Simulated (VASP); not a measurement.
# Cs (I4/mmm) in VASP: single point with PBE

Aim: the single point of Cs with PBE.

Program: VASP 6.6.1. These are calculated values, not measurements. Logs are shortened: lines on timing, memory, paths and dates and some standing lists are left out, and cuts for length are marked.

## Step 1: The cell of the first run

Symmetry: I4/mmm, No. 139, tetragonal system. Conventional cell: a = 5.591 Å, b = 5.591 Å, c = 9.067 Å, α = 90.00°, β = 90.00°, γ = 90.00°.

## Step 2: Single point, PBE (strained)

INCAR reads:

```
SYSTEM = Cs
PREC = Accurate
ENCUT = 520
EDIFF = 1E-7
ISMEAR = 0
SIGMA = 0.1
LREAL = .False.
LASPH = .True.
NELM = 80
ALGO = Fast
ISIF = 2
LWAVE = .False.
LCHARG = .True.
GGA = PE
LELF = .True.
LVHAR = .True.
NBANDS = 10
```

KPOINTS reads:

```
Automatic mesh
0
Gamma
  12 12 12
  0 0 0
```

POSCAR reads:

```
Cs
1.0
   -2.7954242043      2.7954242043      4.5335539590
    2.7954242043     -2.7954242043      4.5335539590
    2.7954242043      2.7954242043     -4.5335539590
Cs
1
Direct
    0.0000000000      0.0000000000      0.0000000000
```

Potentials or basis: VASP PAW PBE potentials, release 64 (Cs_sv).

Launch:

```sh
$ cat potpaw_PBE.64/Cs_sv/POTCAR > POTCAR
$ mpirun -np 1 vasp_std > vasp.out
```

OUTCAR:

```text
SYSTEM = Cs
   PREC = Accurate
   ENCUT = 520
   EDIFF = 1E-7
   ISMEAR = 0
   LREAL = .False.
   LASPH = .True.
   NELM = 80
   ISIF = 2
   GGA = PE

 ion  position               nearest neighbor table
   1  0.000  0.000  0.000-

  LATTYP: Found a body centered tetragonal cell.
 ALAT       =     5.5908484086
 C/A-ratio  =     1.6217767422

  Lattice vectors:

 A1 = (  -2.7954242043,   2.7954242043,   4.5335539590)
 A2 = (   2.7954242043,  -2.7954242043,   4.5335539590)
 A3 = (   2.7954242043,   2.7954242043,  -4.5335539590)

Analysis of symmetry for initial positions (statically):
=====================================================================
 Subroutine PRICEL returns:
 Original cell was already a primitive cell.

 Routine SETGRP: Setting up the symmetry group for a
 body centered tetragonal supercell.

 Subroutine GETGRP returns: Found 16 space group operations
 (whereof 16 operations were pure point group operations)
 out of a pool of 16 trial point group operations.

The static configuration has the point symmetry D_4h.

Analysis of symmetry for dynamics (positions and initial velocities):
=====================================================================
 Subroutine PRICEL returns:
 Original cell was already a primitive cell.

 Routine SETGRP: Setting up the symmetry group for a
 body centered tetragonal supercell.

 Subroutine GETGRP returns: Found 16 space group operations
 (whereof 16 operations were pure point group operations)
 out of a pool of 16 trial point group operations.

The dynamic configuration has the point symmetry D_4h.

 Subroutine INISYM returns: Found 16 space group operations
 (whereof 16 operations are pure point group operations),
 and found     1 'primitive' translations

----------------------------------------------------------------------------------------

                                     Primitive cell

  volume of cell :     141.7080

  direct lattice vectors                    reciprocal lattice vectors
    -2.795424204  2.795424204  4.533553959     0.000000000  0.178863730  0.110288750
     2.795424204 -2.795424204  4.533553959     0.178863730  0.000000000  0.110288750
     2.795424204  2.795424204 -4.533553959     0.178863730  0.178863730  0.000000000

  length of vectors
     6.015139605  6.015139605  6.015139605     0.210132916  0.210132916  0.252951513

  position of ions in fractional coordinates (direct lattice)
     0.000000000  0.000000000  0.000000000

  ion indices of the primitive-cell ions
   primitive index   ion index
                 1           1

----------------------------------------------------------------------------------------

 KPOINTS: Automatic mesh

Automatic generation of k-mesh.
 Grid dimensions read from file:
 generate k-points for:   12   12   12

 Generating k-lattice:

  Cartesian coordinates                     Fractional coordinates (reciprocal lattice)
     0.000000000  0.014905311  0.009190729     0.083333333  0.000000000  0.000000000
     0.014905311  0.000000000  0.009190729     0.000000000  0.083333333  0.000000000
     0.014905311  0.014905311  0.000000000     0.000000000  0.000000000  0.083333333

  Length of vectors
     0.017511076  0.017511076  0.021079293

  Shift w.r.t. Gamma in fractional coordinates (k-lattice)
     0.000000000  0.000000000  0.000000000

 Subroutine IBZKPT returns following result:
 ===========================================

 Found    163 irreducible k-points:

 Following reciprocal coordinates:
            Coordinates               Weight
  0.000000  0.000000  0.000000      1.000000
  0.083333 -0.000000  0.000000      8.000000
  0.166667  0.000000  0.000000      8.000000
  0.250000 -0.000000  0.000000      8.000000
  0.333333 -0.000000  0.000000      8.000000
  0.416667  0.000000  0.000000      8.000000
[... 16 lines left out ...]
  0.500000  0.166667  0.000000     16.000000
 -0.416667  0.166667  0.000000     16.000000
 [... further k-points ...]
   k-points           NKPTS =    163   k-points in BZ     NKDIM =    163   number of bands    NBANDS=     10
   number of dos      NEDOS =    301   number of ions     NIONS =      1
   total plane-waves  NPLWV = 110592
   dimension x,y,z NGX =    48 NGY =   48 NGZ =   48
   dimension x,y,z NGXF=    96 NGYF=   96 NGZF=   96
   ions per type =               1
   NGX,Y,Z   is equivalent  to a cutoff of  13.27, 13.27, 13.27 a.u.
   NGXF,Y,Z  is equivalent  to a cutoff of  26.53, 26.53, 26.53 a.u.
 SYSTEM =  Cs
   PREC   = accura    normal or accurate (medium, high low for compatibility)
   ISTART =      0    job   : 0-new  1-cont  2-samecut
   ICHARG =      2    charge: 1-file 2-atom 10-const
   ISPIN  =      1    spin polarized calculation?
   LNONCOLLINEAR =      F non collinear calculations
   LSORBIT =      F    spin-orbit coupling
   LASPH  =      T    aspherical Exc in radial PAW
   ENCUT  =  520.0 eV  38.22 Ry    6.18 a.u.  11.18 11.18 11.18*2*pi/ulx,y,z
   NELM   =     80;   NELMIN=  2; NELMDL= -5     # of ELM steps
   EDIFF  = 0.1E-06   stopping-criterion for ELM
   LREAL  =      F    real-space projection
   EDIFFG = 0.1E-05   stopping-criterion for IOM
   NSW    =      0    number of steps for IOM
   IBRION =     -1    ionic relax: 0-MD 1-quasi-New 2-CG
   NFREE  =      0    steps in history (QN), initial steepest desc. (CG)
   ISIF   =      2    stress and relaxation
   ISYM   =      2    0-nonsym 1-usesym 2-fastsym
   POTIM  = 0.5000    time-step for ionic-motion
   TEBEG  =    0.0;   TEEND  =   0.0 temperature during run
   PSTRESS=    0.0 pullay stress
   NELECT =       9.0000    total number of electrons
   NUPDOWN=      -1.0000    fix difference up-down
   EMIN   =  10.00;   EMAX   =-10.00  energy-range for DOS
   EFERMI =   0.00;   METHOD = LEGACY
   ISMEAR =     0;   SIGMA  =   0.10  broadening in eV -4-tet -1-fermi 0-gaus
   EFERMI_NEDOS =   21; number of points for ismear=-14 and -15
   IALGO  =     68    algorithm
   IMIX   =      4    mixing-type and parameters
     AMIX     =   0.40;   BMIX     =  1.00
     AMIX_MAG =   1.60;   BMIX_MAG =  1.00
  volume/ion in A,a.u.               =     141.71       956.29
  Fermi-wavevector in a.u.,A,eV,Ry     =   0.653167  1.234307  5.804615  0.426627
  Thomas-Fermi vector in A             =   1.723320
   LORBIT       =      0    0 simple, 1 ext, 2 COOP (PROOUT), +10 PAW based schemes
   GGA     = PE    functional components
   LHFCALC =     F    Hartree Fock is set to
   AEXX    =    0.0000 exact exchange contribution
   IVDW    =     0    specifies the selected vdW correction
   LEPSILON=     F    determine dielectric tensor
   LRPA    =     F    only Hartree local field effects (RPA)
 non-spin polarized calculation
 RMM-DIIS sequential band-by-band and
 Gauss-broadening in eV      SIGMA  =   0.10
  energy-cutoff  :      520.00
  volume of cell :      141.71
 maximum number of plane-waves:      3849
 NGX is ok and might be reduce to    48
   NGX = 23   NGY = 23   NGZ = 23

 number of electron       9.0000001 magnetization

 Free energy of the ion-electron system (eV)
  ---------------------------------------------------
  ext. energy  EPLUGINS =         0.00000000
  ---------------------------------------------------
  free energy    TOTEN  =        -0.82805637 eV

  energy without entropy =       -0.82156631  energy(sigma->0) =       -0.82481134

 E-fermi :  -0.0132     XC(G=0):  -4.9104

 val. band max:       -0.0149670924   @ k =  -0.1667   0.4167   0.0833
 cond. band min:      -0.0129144652   @ k =  -0.1667   0.5000   0.1667
 fundamental gap:      0.0020526271
 Fermi energy:        -0.0131975834

 k-point     1 :       0.0000    0.0000    0.0000
  band No.  band energies     occupation
      1     -24.0072      2.00000
      2     -10.7729      2.00000
      3     -10.7701      2.00000
      4     -10.7701      2.00000
      5      -1.4836      2.00000
      6       2.0782      0.00000
      7       2.4804      0.00000
      8       2.4804      0.00000
      9       2.7559      0.00000
     10       3.5432      0.00000

 k-point     2 :       0.0833   -0.0000    0.0000
  band No.  band energies     occupation
      1     -24.0070      2.00000
      2     -10.7756      2.00000
      3     -10.7730      2.00000
      4     -10.7703      2.00000
      5      -1.4237      2.00000
      6       2.0650      0.00000
      7       2.3750      0.00000
      8       2.5125      0.00000
      9       2.7376      0.00000
     10       3.4638      0.00000

 k-point     3 :       0.1667    0.0000    0.0000
  band No.  band energies     occupation
      1     -24.0066      2.00000
      2     -10.7880      2.00000
      3     -10.7758      2.00000
      4     -10.7707      2.00000
      5      -1.2482      2.00000
      6       1.8983      0.00000
      7       2.2363      0.00000
      8       2.5888      0.00000
      9       2.7703      0.00000
     10       3.3107      0.00000

 k-point     4 :       0.2500   -0.0000    0.0000
  band No.  band energies     occupation
      1     -24.0060      2.00000
      2     -10.8052      2.00000
      3     -10.7791      2.00000
      4     -10.7714      2.00000
      5      -0.9699      2.00000
      6       1.5657      0.00000
      7       2.1484      0.00000
      8       2.6284      0.00000
      9       2.9511      0.00000
     10       3.2564      0.00000
[... 222 lines left out ...]
 k-point    22 :       0.4167    0.1667    0.0000
  band No.  band energies     occupation
      1     -24.0046      2.00000
      2     -10.8327      2.00000
      3     -10.7902      2.00000
      4     -10.7847      2.00000
      5       0.1743      0.00801
      6       0.7197      0.00000
      7       1.8245      0.00000
      8       2.2949      0.00000
      9       3.2855      0.00000
     10       3.5413      0.00000

 k-point    23 :       0.5000    0.1667    0.0000
  band No.  band energies     occupation
      1     -24.0045      2.00000
      2     -10.8347      2.00000
      3     -10.7880      2.00000
      4     -10.7854      2.00000
      5       0.1441      0.02610
      6       0.7331      0.00000
      7       1.8529      0.00000
      8       2.3059      0.00000
      9       3.2104      0.00000
     10       3.6752      0.00000

 k-point    24 :      -0.4167    0.1667    0.0000
  band No.  band energies     occupation
      1     -24.0048      2.00000
      2     -10.8288      2.00000
      3     -10.7857      2.00000
      4     -10.7844      2.00000
      5      -0.2415      1.99876
      6       1.0724      0.00000
      7       1.9298      0.00000
      8       2.3413      0.00000
      9       3.0988      0.00000
     10       3.6418      0.00000

 [... further k-points ...]

------------------------ aborting loop because EDIFF is reached ----------------------------------------

  FORCE on cell =-STRESS in cart. coord.  units (eV):
  Direction    XX          YY          ZZ          XY          YZ          ZX
  --------------------------------------------------------------------------------------
  -------------------------------------------------------------------------------------
  Total       -0.2064468     -0.2064468     -0.2948141      0.0000000     -0.0000000      0.0000000
  in kB       -2.3341277     -2.3341277     -3.3332251      0.0000000     -0.0000000      0.0000000
  external PRESSURE =      -2.6671602 kB  Pullay stress =       0.0000000 kB

 VOLUME and BASIS-vectors are now :
 -----------------------------------------------------------------------------
  energy-cutoff  :      520.00
  volume of cell :      141.71
      direct lattice vectors                 reciprocal lattice vectors
    -2.795424204  2.795424204  4.533553959     0.000000000  0.178863730  0.110288750
     2.795424204 -2.795424204  4.533553959     0.178863730  0.000000000  0.110288750
     2.795424204  2.795424204 -4.533553959     0.178863730  0.178863730  0.000000000

 POSITION                                       TOTAL-FORCE (eV/Angst)
 -----------------------------------------------------------------------------------
      0.00000      0.00000      0.00000        -0.000000      0.000000      0.000000
 -----------------------------------------------------------------------------------
    total drift:                                0.000000      0.000000      0.000000

  FREE ENERGIE OF THE ION-ELECTRON SYSTEM (eV)
  ---------------------------------------------------
  free  energy   TOTEN  =        -0.8280563699 eV

  energy  without entropy=       -0.8215663059  energy(sigma->0) =       -0.82481134
```

Wall time 6.3 min (1 thread of Intel Xeon 8259CL, shared host); peak memory 0.46 GiB.

What came out:

- Free energy: -0.8281 eV
- Pressure: -0.3 GPa
- Band gap on the k mesh: zero (an odd number of electrons rules out a gap without spin polarisation)

Caveat: the cell differs from its parent crystal (strained); spin-orbit coupling is left out, which moves the levels of the heavy elements.
